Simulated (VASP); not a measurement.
**Cs3S: single point with PBE**

The system is Cs3S.

```
Cs S
1.0
    -2.76579    2.76579    5.90995
     2.76579   -2.76579    5.90995
     2.76579    2.76579   -5.90995
Cs S
3 1
Direct
  0.50000 0.50000 0.00000
  0.25000 0.75000 0.50000
  0.75000 0.25000 0.50000
  0.00000 0.00000 0.00000
```

- Program: VASP 6.6.1
- Task: single point
- Functional: PBE
- Potentials or basis: VASP PAW PBE potentials, release 64 (Cs_sv, S)
- Cutoff: 520 eV
- k mesh: 12 × 12 × 12
- Occupations: gaussian, width 0.1 eV
- Spin: no spin polarisation

```yaml
Pressure: 0.0 GPa
Band_gap_on_the_k_mesh: zero (an odd number of electrons rules out a gap without spin polarisation)
```

Levels at points of the mesh, in eV from the Fermi level:
```tsv
k point	band 15	band 16	band 17	band 18	band 19	band 20
(0.00, 0.00, 0.00)	-2.28	-2.28	-1.32	0.35	0.43	0.65
(0.50, 0.00, 0.00)	-2.48	-2.47	0.26	1.16	1.55	1.76
(0.50, 0.50, 0.00)	-2.44	-2.24	0.20	0.26	1.17	2.12
(0.50, 0.50, 0.50)	-2.16	-2.16	-0.90	0.18	0.50	0.61
```

Wall time 18 min on 1 thread of Intel(R) Xeon(R) Platinum 8259CL CPU @ 2.50GHz (Skylake/Cascade Lake) (shared host), peak memory 0.8 GiB.

Caveat: spin-orbit coupling is left out, which moves the levels of the heavy elements.
